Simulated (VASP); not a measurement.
## C: single point with PBE

Crystal: C.

```
C
1.0
     2.46651    0.00000    0.00000
    -1.23326    2.13606    0.00000
     0.00000    0.00000    8.52970
C
4
Direct
  0.00000 0.00000 0.25000
  0.00000 0.00000 0.75000
  0.33333 0.66667 0.25000
  0.66667 0.33333 0.75000
```

```
Program                : VASP 6.6.1
Task                   : single point
Functional             : PBE
Potentials or basis    : VASP PAW PBE potentials, release 64 (C)
Cutoff                 : 520 eV
k mesh                 : 21 × 21 × 6
Occupations            : gaussian, width 0.1 eV
Spin                   : no spin polarisation
Dipole correction      : no
Further INCAR settings : ALGO = Normal; EDIFF = 1e-06; NBANDS = 16
```

The pressure is 0.4 GPa. The band gap on the k mesh is zero (filled and empty bands touch).

Stress tensor (GPa, compression positive):
```
 0.55  0.00  0.00
 0.00  0.55  0.00
 0.00  0.00 -0.02
```

Levels at points of the mesh, in eV from the Fermi level:
| k point | band 5 | band 6 | band 7 | band 8 | band 9 | band 10 | band 11 | band 12 |
| --- | --- | --- | --- | --- | --- | --- | --- | --- |
| (0.00, 0.00, 0.00) | -3.04 | -3.04 | -3.04 | -3.04 | 3.08 | 6.39 | 8.30 | 8.30 |
| (0.00, 0.00, 0.50) | -3.04 | -3.04 | -3.04 | -3.04 | 4.35 | 4.35 | 8.30 | 8.30 |

Wall time 44 s on 1 thread of Intel(R) Xeon(R) 6975P-C (Granite Rapids) (shared host), peak memory 0.21 GiB.

Caveat: this functional lacks dispersion, which binds the layers, so the pressure and a relaxed spacing across them are unreliable.
